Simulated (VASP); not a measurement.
# MnAs (rocksalt type) (Fm-3m) in VASP: further runs

The runs below take MnAs (rocksalt type) through electric field gradients, with PBE.

Program: VASP 6.6.1. These are calculated values, not measurements. Logs are shortened: lines on timing, memory, paths and dates and some standing lists are left out, and cuts for length are marked.

### 1 The cell of the first run

The structure is cubic, space group Fm-3m (No. 225). Conventional cell: a = 5.166 Å, b = 5.166 Å, c = 5.166 Å, α = 90.00°, β = 90.00°, γ = 90.00°. Within 3.4 Å of Mn (site symmetry m-3m) lie 6 As at 2.58 Å. Within 3.4 Å of As (site symmetry m-3m) lie 6 Mn at 2.58 Å.

### 2 Electric field gradients, PBE, collinear spin, ferromagnetic start

INCAR

```
  PREC = Accurate
  ENCUT = 520
  EDIFF = 1E-8
  ISMEAR = -1
  SIGMA = 0.08
  LREAL = F
  LASPH = T
  NELM = 150
  ALGO = Normal
  ISIF = 2
  LWAVE = F
  LCHARG = F
  ISPIN = 2
  MAGMOM = 4 0
  LORBIT = 11
  LMAXMIX = 4
  GGA = PE
  LEFG = T
  NBANDS = 20
```

KPOINTS

```
regular mesh
0
Gamma
  12 12 12
```

POSCAR

```
MnAs
1.0
    0.0000000000      2.5829914404      2.5829914404
    2.5829914404      0.0000000000      2.5829914404
    2.5829914404      2.5829914404      0.0000000000
Mn As
1 1
Direct
    0.0000000000      0.0000000000      0.0000000000
    0.5000000000      0.5000000000      0.5000000000
```

Potentials or basis: VASP PAW PBE potentials, release 64 (Mn_pv, As).

Command:

```
$ cat potpaw_PBE.64/Mn_pv/POTCAR potpaw_PBE.64/As/POTCAR > POTCAR
$ mpirun -np 1 vasp_std > vasp.out
```

OUTCAR:

```text
PREC = Accurate
   ENCUT = 520
   EDIFF = 1E-8
   ISMEAR = -1
   LREAL = F
   LASPH = T
   NELM = 150
   ISIF = 2
   ISPIN = 2
   LORBIT = 11
   GGA = PE

 ion  position               nearest neighbor table
   1  0.000  0.000  0.000-   2 2.58   2 2.58   2 2.58   2 2.58   2 2.58   2 2.58
   2  0.500  0.500  0.500-   1 2.58   1 2.58   1 2.58   1 2.58   1 2.58   1 2.58

  LATTYP: Found a face centered cubic cell.
 ALAT       =     5.1659828808

  Lattice vectors:

 A1 = (   0.0000000000,   2.5829914404,   2.5829914404)
 A2 = (   2.5829914404,   0.0000000000,   2.5829914404)
 A3 = (   2.5829914404,   2.5829914404,   0.0000000000)

Analysis of symmetry for initial positions (statically):
=====================================================================
 Subroutine PRICEL returns:
 Original cell was already a primitive cell.

 Routine SETGRP: Setting up the symmetry group for a
 face centered cubic supercell.

 Subroutine GETGRP returns: Found 48 space group operations
 (whereof 48 operations were pure point group operations)
 out of a pool of 48 trial point group operations.

The static configuration has the point symmetry O_h .

Analysis of symmetry for dynamics (positions and initial velocities):
=====================================================================
 Subroutine PRICEL returns:
 Original cell was already a primitive cell.

 Routine SETGRP: Setting up the symmetry group for a
 face centered cubic supercell.

 Subroutine GETGRP returns: Found 48 space group operations
 (whereof 48 operations were pure point group operations)
 out of a pool of 48 trial point group operations.

The dynamic configuration has the point symmetry O_h .

Analysis of structural, dynamic, and magnetic symmetry:
=====================================================================
 Subroutine PRICEL returns:
 Original cell was already a primitive cell.

 Routine SETGRP: Setting up the symmetry group for a
 face centered cubic supercell.

 Subroutine GETGRP returns: Found 48 space group operations
[... 163 lines left out ...]
      3     -43.5127      1.00000
      4      -6.3721      1.00000
      5       3.6209      1.00000
      6       3.6209      1.00000
[... 541 lines left out ...]
     19      21.5080      0.00000
     20      25.0738      0.00000

 [... further k-points ...]

 spin component 2

 k-point     1 :       0.0000    0.0000    0.0000
  band No.  band energies     occupation
      1     -39.6935      1.00000
      2     -39.6935      1.00000
      3     -39.6935      1.00000
      4      -6.3010      1.00000
      5       6.7548      0.42461
      6       6.7548      0.42457
[... 541 lines left out ...]
     19      22.1013      0.00000
     20      25.3843      0.00000

 [... further k-points ...]

------------------------ aborting loop because EDIFF is reached ----------------------------------------

  FORCE on cell =-STRESS in cart. coord.  units (eV):
  Direction    XX          YY          ZZ          XY          YZ          ZX
  --------------------------------------------------------------------------------------
  -------------------------------------------------------------------------------------
  Total        0.0332368      0.0332368      0.0332368      0.0000000     -0.0000000     -0.0000000
  in kB        1.5450092      1.5450092      1.5450092      0.0000000     -0.0000000     -0.0000000
  external PRESSURE =       1.5450092 kB  Pullay stress =       0.0000000 kB

 VOLUME and BASIS-vectors are now :
 -----------------------------------------------------------------------------
  energy-cutoff  :      520.00
  volume of cell :       34.47
      direct lattice vectors                 reciprocal lattice vectors
     0.000000000  2.582991440  2.582991440    -0.193574006  0.193574006  0.193574006
     2.582991440  0.000000000  2.582991440     0.193574006 -0.193574006  0.193574006
     2.582991440  2.582991440  0.000000000     0.193574006  0.193574006 -0.193574006

 POSITION                                       TOTAL-FORCE (eV/Angst)
 -----------------------------------------------------------------------------------
      0.00000      0.00000      0.00000         0.000000      0.000000      0.000000
      2.58299      2.58299      2.58299         0.000000      0.000000     -0.000000
 -----------------------------------------------------------------------------------
    total drift:                               -0.000000      0.000000      0.000000

  FREE ENERGIE OF THE ION-ELECTRON SYSTEM (eV)
  ---------------------------------------------------
  free  energy   TOTEN  =       -13.8529163706 eV

  energy  without entropy=      -13.8306930133  energy(sigma->0) =      -13.84180469

 Electric field gradients (V/A^2)
---------------------------------------------------------------------
 ion       V_xx      V_yy      V_zz      V_xy      V_xz      V_yz
---------------------------------------------------------------------
   1       0.000     0.000     0.000     0.004     0.004     0.004
   2      -0.000     0.000     0.000    -0.000    -0.000    -0.000
---------------------------------------------------------------------

 Electric field gradients after diagonalization (V/A^2)
 (convention: |V_zz| > |V_xx| > |V_yy|)
----------------------------------------------------------------------
 ion       V_xx      V_yy      V_zz     asymmetry (V_yy - V_xx)/ V_zz
----------------------------------------------------------------------
   1      -0.004    -0.004     0.008       0.000
   2       0.000     0.000    -0.000       0.000
----------------------------------------------------------------------

           NMR quadrupolar parameters

 Cq : quadrupolar parameter    Cq=e*Q*V_zz/h
 eta: asymmetry parameters     (V_yy - V_xx)/ V_zz
 Q  : nuclear electric quadrupole moment in mb (millibarn)
----------------------------------------------------------------------
 ion       Cq(MHz)       eta       Q (mb)
----------------------------------------------------------------------
   1       0.000       0.000       1.000
   2      -0.000       0.000       1.000
----------------------------------------------------------------------

 total charge

# of ion       s       p       d       tot
------------------------------------------
    1        0.284   6.212   5.006  11.502
    2        1.231   1.535   0.043   2.809
--------------------------------------------------
tot          1.515   7.747   5.048  14.311

 magnetization (x)

# of ion       s       p       d       tot
------------------------------------------
    1        0.070   0.033   3.526   3.630
    2        0.016  -0.121   0.013  -0.092
--------------------------------------------------
tot          0.086  -0.088   3.539   3.537
```

OSZICAR:

```text
N       E                     dE             d eps       ncg     rms          rms(c)
DAV:   1     0.137753965809E+03    0.13775E+03   -0.98002E+03  5792   0.959E+02
DAV:   2    -0.939079654611E+01   -0.14714E+03   -0.13878E+03  5964   0.269E+02
DAV:   3    -0.152660337229E+02   -0.58752E+01   -0.58000E+01  6672   0.586E+01
DAV:   4    -0.153234367538E+02   -0.57403E-01   -0.57379E-01  6460   0.583E+00
DAV:   5    -0.153241667923E+02   -0.73004E-03   -0.73003E-03  6488   0.657E-01    0.118E+01
DAV:   6    -0.153997639505E+02   -0.75597E-01   -0.84428E+00  6308   0.392E+01    0.155E+01
DAV:   7    -0.138361604883E+02    0.15636E+01   -0.42797E+00  6220   0.268E+01    0.485E+00
DAV:   8    -0.138520418207E+02   -0.15881E-01   -0.11888E-01  6244   0.311E+00    0.240E+00
DAV:   9    -0.138457002776E+02    0.63415E-02   -0.61564E-02  6168   0.266E+00    0.140E+00
DAV:  10    -0.138499444435E+02   -0.42442E-02   -0.98464E-03  6304   0.735E-01    0.898E-01
DAV:  11    -0.138527770335E+02   -0.28326E-02   -0.42973E-03  6252   0.744E-01    0.228E-01
DAV:  12    -0.138528825483E+02   -0.10551E-03   -0.10967E-03  6616   0.336E-01    0.553E-02
DAV:  13    -0.138529113993E+02   -0.28851E-04   -0.11944E-04  6228   0.635E-02    0.546E-02
DAV:  14    -0.138529154631E+02   -0.40638E-05   -0.30946E-05  6212   0.638E-02    0.109E-02
DAV:  15    -0.138529162991E+02   -0.83599E-06   -0.24847E-06  6232   0.945E-03    0.451E-03
DAV:  16    -0.138529163485E+02   -0.49396E-07   -0.19361E-07  7008   0.349E-03    0.748E-04
DAV:  17    -0.138529163618E+02   -0.13249E-07   -0.20089E-08  4740   0.860E-04    0.309E-04
DAV:  18    -0.138529163706E+02   -0.88817E-08   -0.29606E-09  3184   0.660E-04
   1 F= -.13852916E+02 E0= -.13841805E+02  d E =-.222234E-01  mag=     3.6828
```

It took 62 s on 1 thread of Intel Xeon Platinum 8559C (Emerald Rapids), shared host; peak memory 0.22 GiB.

What came out:

| Item | Value |
| --- | --- |
| Free energy | -13.8529 eV |
| Pressure | 0.2 GPa |
| Net moment | 3.68 μB per cell |
| Site moments | Mn +3.63; As -0.09 μB |
| Largest electric field gradient by atom | under 0.05 V/Å² on every atom |
| Valence electrons inside the program's atomic spheres | Mn 11.50; As 2.81 |

Levels at points of the mesh, in eV from the Fermi level:
Spin up:
```tsv
k point	band 8	band 9	band 10	band 11	band 12	band 13	band 14	band 15
(0.00, 0.00, 0.00)	-2.82	-2.82	0.93	0.93	0.93	4.92	9.60	9.60
(0.50, 0.00, 0.00)	-2.53	-2.53	-2.03	2.92	2.92	4.10	6.00	6.00
(0.50, 0.50, 0.00)	-2.39	-2.39	-1.78	-1.78	-1.41	1.74	5.90	14.30
```
Spin down:
```csv
k point,band 4,band 5,band 6,band 7,band 8,band 9,band 10,band 11
"(0.00, 0.00, 0.00)",-13.03,0.02,0.02,0.11,0.11,0.11,0.88,0.88
"(0.50, 0.00, 0.00)",-10.94,-6.10,-2.43,-2.43,1.05,1.05,1.39,4.33
"(0.50, 0.50, 0.00)",-10.67,-5.06,-1.68,-1.68,-1.08,0.44,1.35,1.35
```

Caveat: a cell with one magnetic atom can't hold antiferromagnetic order, which such compounds often take.

### 3 Electric field gradients, PBE, collinear spin, ferromagnetic start

INCAR

```
SYSTEM = MnAs
ALGO     = Normal         ! electronic algorithm
EDIFF    = 1E-8           ! SCF threshold, eV
ENCUT    = 520            ! plane-wave cutoff, eV
GGA      = PE             ! functional
ISIF     = 2              ! what is computed and relaxed
ISMEAR   = -1             ! smearing method
ISPIN    = 2              ! spin polarisation
LASPH    = .TRUE.         ! aspherical terms in the spheres
LCHARG   = .FALSE.        ! write CHGCAR
LEFG     = .TRUE.       
LMAXMIX  = 4              ! l up to which the mixer works
LORBIT   = 11             ! projections on sites
LREAL    = .FALSE.        ! projectors in reciprocal space
LWAVE    = .FALSE.        ! write WAVECAR
MAGMOM   = 4 0            ! initial moments
NBANDS   = 20             ! bands
NELM     = 150            ! most SCF steps
PREC     = Accurate       ! precision mode
SIGMA    = 0.08           ! smearing width, eV
```

KPOINTS

```
k-points
0
G
  12 12 12
  0 0 0
```

POSCAR is that of step 2.

Potentials or basis: VASP PAW PBE potentials, release 64 (Mn_pv, As).

Command:

```
$ cat potpaw_PBE.64/Mn_pv/POTCAR potpaw_PBE.64/As/POTCAR > POTCAR
$ mpirun -np 1 vasp_std > vasp.out
```

OUTCAR:

```text
SYSTEM = MnAs
   EDIFF = 1E-8
   ENCUT = 520
   GGA = PE
   ISIF = 2
   ISMEAR = -1
   ISPIN = 2
   LASPH = .TRUE.
   LORBIT = 11
   LREAL = .FALSE.
   NELM = 150
   PREC = Accurate

 ion  position               nearest neighbor table
   1  0.000  0.000  0.000-   2 2.58   2 2.58   2 2.58   2 2.58   2 2.58   2 2.58
   2  0.500  0.500  0.500-   1 2.58   1 2.58   1 2.58   1 2.58   1 2.58   1 2.58

  LATTYP: Found a face centered cubic cell.
 ALAT       =     5.1659828808

  Lattice vectors:

 A1 = (   0.0000000000,   2.5829914404,   2.5829914404)
 A2 = (   2.5829914404,   0.0000000000,   2.5829914404)
 A3 = (   2.5829914404,   2.5829914404,   0.0000000000)

Analysis of symmetry for initial positions (statically):
=====================================================================
 Subroutine PRICEL returns:
 Original cell was already a primitive cell.

 Routine SETGRP: Setting up the symmetry group for a
 face centered cubic supercell.

 Subroutine GETGRP returns: Found 48 space group operations
 (whereof 48 operations were pure point group operations)
 out of a pool of 48 trial point group operations.

The static configuration has the point symmetry O_h .

Analysis of symmetry for dynamics (positions and initial velocities):
=====================================================================
 Subroutine PRICEL returns:
 Original cell was already a primitive cell.

 Routine SETGRP: Setting up the symmetry group for a
 face centered cubic supercell.

 Subroutine GETGRP returns: Found 48 space group operations
 (whereof 48 operations were pure point group operations)
[... 1287 lines left out ...]
  -------------------------------------------------------------------------------------
  Total        0.0332368      0.0332368      0.0332368      0.0000000     -0.0000000     -0.0000000
  in kB        1.5450092      1.5450092      1.5450092      0.0000000     -0.0000000     -0.0000000
  external PRESSURE =       1.5450092 kB  Pullay stress =       0.0000000 kB

 VOLUME and BASIS-vectors are now :
 -----------------------------------------------------------------------------
  energy-cutoff  :      520.00
  volume of cell :       34.47
      direct lattice vectors                 reciprocal lattice vectors
     0.000000000  2.582991440  2.582991440    -0.193574006  0.193574006  0.193574006
     2.582991440  0.000000000  2.582991440     0.193574006 -0.193574006  0.193574006
     2.582991440  2.582991440  0.000000000     0.193574006  0.193574006 -0.193574006

 POSITION                                       TOTAL-FORCE (eV/Angst)
 -----------------------------------------------------------------------------------
      0.00000      0.00000      0.00000         0.000000      0.000000      0.000000
      2.58299      2.58299      2.58299         0.000000      0.000000     -0.000000
 -----------------------------------------------------------------------------------
    total drift:                               -0.000000      0.000000      0.000000

  FREE ENERGIE OF THE ION-ELECTRON SYSTEM (eV)
  ---------------------------------------------------
  free  energy   TOTEN  =       -13.8529163706 eV

  energy  without entropy=      -13.8306930133  energy(sigma->0) =      -13.84180469

 Electric field gradients (V/A^2)
---------------------------------------------------------------------
 ion       V_xx      V_yy      V_zz      V_xy      V_xz      V_yz
---------------------------------------------------------------------
   1       0.000     0.000     0.000     0.004     0.004     0.004
   2      -0.000     0.000     0.000    -0.000    -0.000    -0.000
---------------------------------------------------------------------

 Electric field gradients after diagonalization (V/A^2)
 (convention: |V_zz| > |V_xx| > |V_yy|)
----------------------------------------------------------------------
 ion       V_xx      V_yy      V_zz     asymmetry (V_yy - V_xx)/ V_zz
----------------------------------------------------------------------
   1      -0.004    -0.004     0.008       0.000
   2       0.000     0.000    -0.000       0.000
----------------------------------------------------------------------

           NMR quadrupolar parameters

 Cq : quadrupolar parameter    Cq=e*Q*V_zz/h
 eta: asymmetry parameters     (V_yy - V_xx)/ V_zz
 Q  : nuclear electric quadrupole moment in mb (millibarn)
----------------------------------------------------------------------
 ion       Cq(MHz)       eta       Q (mb)
----------------------------------------------------------------------
   1       0.000       0.000       1.000
   2      -0.000       0.000       1.000
----------------------------------------------------------------------

 total charge

# of ion       s       p       d       tot
------------------------------------------
    1        0.284   6.212   5.006  11.502
    2        1.231   1.535   0.043   2.809
--------------------------------------------------
tot          1.515   7.747   5.048  14.311

 magnetization (x)

# of ion       s       p       d       tot
------------------------------------------
    1        0.070   0.033   3.526   3.630
    2        0.016  -0.121   0.013  -0.092
--------------------------------------------------
tot          0.086  -0.088   3.539   3.537
```

stdout:

```text
POSCAR found type information on POSCAR MnAs
 POSCAR found :  2 types and       2 ions
 scaLAPACK will be used
 LDA part: xc-table for (Slater+PW92), standard interpolation
 POSCAR, INCAR and KPOINTS ok, starting setup
 FFT: planning ... GRIDC
 FFT: planning ... GRID_SOFT
 FFT: planning ... GRID
 WAVECAR not read
 entering main loop
ion   1

ion   2
```

Run time: 62 s. Hardware: 1 thread of Intel Xeon Platinum 8559C (Emerald Rapids), shared host; peak memory 0.21 GiB.

Results:

* Free energy: -13.8529 eV
* Pressure: 0.2 GPa
* Net moment: 3.68 μB per cell
* Site moments: Mn +3.63; As -0.09 μB
* Largest electric field gradient by atom: under 0.05 V/Å² on every atom
* Valence electrons inside the program's atomic spheres: Mn 11.50; As 2.81

Levels at points of the mesh, in eV from the Fermi level:
Spin up:
```
           k point  band 9  band 10  band 11  band 12  band 13  band 14
(0.00, 0.00, 0.00)   -2.82     0.93     0.93     0.93     4.92     9.60
(0.50, 0.00, 0.00)   -2.53    -2.03     2.92     2.92     4.10     6.00
(0.50, 0.50, 0.00)   -2.39    -1.78    -1.78    -1.41     1.74     5.90
```
Spin down:
```tsv
k point	band 5	band 6	band 7	band 8	band 9	band 10
(0.00, 0.00, 0.00)	0.02	0.02	0.11	0.11	0.11	0.88
(0.50, 0.00, 0.00)	-6.10	-2.43	-2.43	1.05	1.05	1.39
(0.50, 0.50, 0.00)	-5.06	-1.68	-1.68	-1.08	0.44	1.35
```

Caveat: a cell with one magnetic atom can't hold antiferromagnetic order, which such compounds often take.

(Continued in part 2 of 2.)
